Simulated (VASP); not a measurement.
Input of a VASP 6.6.1 run:

File INCAR:

```
PREC = Accurate
ENCUT = 520
EDIFF = 1E-7
ISMEAR = 0
SIGMA = 0.1
LREAL = False
LASPH = True
NELM = 150
ALGO = Normal
ISIF = 2
LWAVE = False
LCHARG = False
ISPIN = 2
MAGMOM = 1 1 1 1
LORBIT = 11
GGA = PE
NBANDS = 20
```

The input KPOINTS:

```
regular mesh
0
Gamma
  4 4 4
```

POSCAR

```
C3N
1.0
    3.1027518284      0.0000000000      0.0000000000
    0.0000000000      3.1027518284      0.0000000000
    0.0000000000      0.0000000000      3.1027518284
C N
3 1
Direct
    0.0000000000      0.5000000000      0.5000000000
    0.5000000000      0.0000000000      0.5000000000
    0.5000000000      0.5000000000      0.0000000000
    0.0000000000      0.0000000000      0.0000000000
```

Potentials or basis: VASP PAW PBE potentials, release 64 (C, N).

Launch:

```bash
$ cat potpaw_PBE.64/C/POTCAR potpaw_PBE.64/N/POTCAR > POTCAR
$ mpirun -np 1 vasp_std > vasp.out
```

(1) What does it give for the net moment?

(2) What does it give for the pressure?

Results:

(1) 0.00 μB per cell.

(2) 0.0 GPa.

Caveat: the k points lie up to 0.51 Å⁻¹ apart.
